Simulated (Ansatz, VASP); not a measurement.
One calculation of In, two programs

The input INCAR:

```
SYSTEM = In
PREC = Accurate
ENCUT = 520
EDIFF = 1E-7
ISMEAR = 1
SIGMA = 0.03
LREAL = .False.
LASPH = .True.
NELM = 60
ALGO = Normal
ISIF = 2
LWAVE = .False.
LCHARG = .False.
GGA = PE
NBANDS = 12
```

The input KPOINTS:

```
Automatic mesh
0
Gamma
  11 11 14
  0 0 0
```

The input POSCAR:

```
In
1.0
   -1.6482197047      1.6973406184      2.5249789927
    1.6973406184     -1.6482197047      2.5249789927
    1.6043570008      1.6043570008     -2.4927016059
In
1
Direct
    0.0000000000      0.0000000000      0.0000000000
```

Input for Ansatz:

```yaml
crystal:
  lattice:
    - [-1.6482197047, 1.6973406184, 2.5249789927]
    - [1.6973406184, -1.6482197047, 2.5249789927]
    - [1.6043570008, 1.6043570008, -2.4927016059]
  atoms:
    - { symbol: In, position: [0.0, 0.0, 0.0] }
hamiltonian:
  xc: pbe
  pseudopotentials:
    kind: paw
    azcp:
      In: "pseudopotentials/In.paw.azcp"
basis:
  ecutwfc: 420
  fft_grid_basis: typed
kpoints:
  mp_grid: { grid: [11, 11, 14], shift: [0, 0, 0] }
magnetization:
  spin_polarized: false
scf:
  occupations: { method: methfessel_paxton, width: 0.03 }
  lower_state_search: "off"
output:
  stress: true
  write_density: true
  write_potential: true
  elf: true
  volumetric_format: npy
```

Alike in both runs: task single point; functional PBE; k mesh 11 × 11 × 14; occupations methfessel-paxton of order 1, width 0.03 eV; no spin polarisation.

|  | VASP | Ansatz |
| --- | --- | --- |
| version | VASP 6.6.1 | Ansatz 0.2.0 |
| potentials or method | VASP PAW PBE potentials, release 64 (In_d), cutoff 520 eV | plane waves (420 eV) with PAW, scalar-relativistic |
| valence electrons in the cell | 13 | 13 |

```csv
,VASP,Ansatz,Ansatz less VASP
pressure (GPa),-0.1,0.0,+0.05
"traceless stress, the component that is largest in VASP (GPa)",-0.33,-0.33,+0.001
```

The functional is the same, so the differences come from potentials, cutoffs and numerics.
